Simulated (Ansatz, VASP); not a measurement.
Two plane-wave programs on HfO2

```
CELL_PARAMETERS angstrom
3.55802 0.00000 0.00000
0.00000 3.55802 0.00000
0.00000 0.00000 5.17186
ATOMIC_POSITIONS crystal
Hf 0.50000 0.50000 0.50000
Hf 0.00000 0.00000 0.00000
O 0.00000 0.50000 0.69721
O 0.50000 0.00000 0.80279
O 0.50000 0.00000 0.30279
O 0.00000 0.50000 0.19721
```

Alike in both runs: task relaxation of cell and atoms; functional PBE; k mesh 6 × 6 × 4; no spin polarisation.

```csv
,VASP,Ansatz
version,VASP 6.6.1,Ansatz 0.2.0
potentials or method,"VASP PAW PBE potentials, release 64 (Hf_pv, O)","plane waves, PAW"
plane-wave cutoff (eV),600,420
occupations,"gaussian, width 0.01 eV",fixed
valence electrons in the cell,44,76
```

Ansatz gave:

- relaxed volume (Å³/atom): 11.40
- relaxed length of the cell vector where the two differ most in proportion (Å): 5.264

Q: Estimate VASP's values.

A: Relaxed volume (Å³/atom): 11.22; relaxed length of the cell vector where the two differ most in proportion (Å): 5.227.

VASP's potentials hold 44 valence electrons a cell and Ansatz's 76, so a difference there can come from the potentials and not from the codes.

Neither program's run includes spin-orbit coupling.
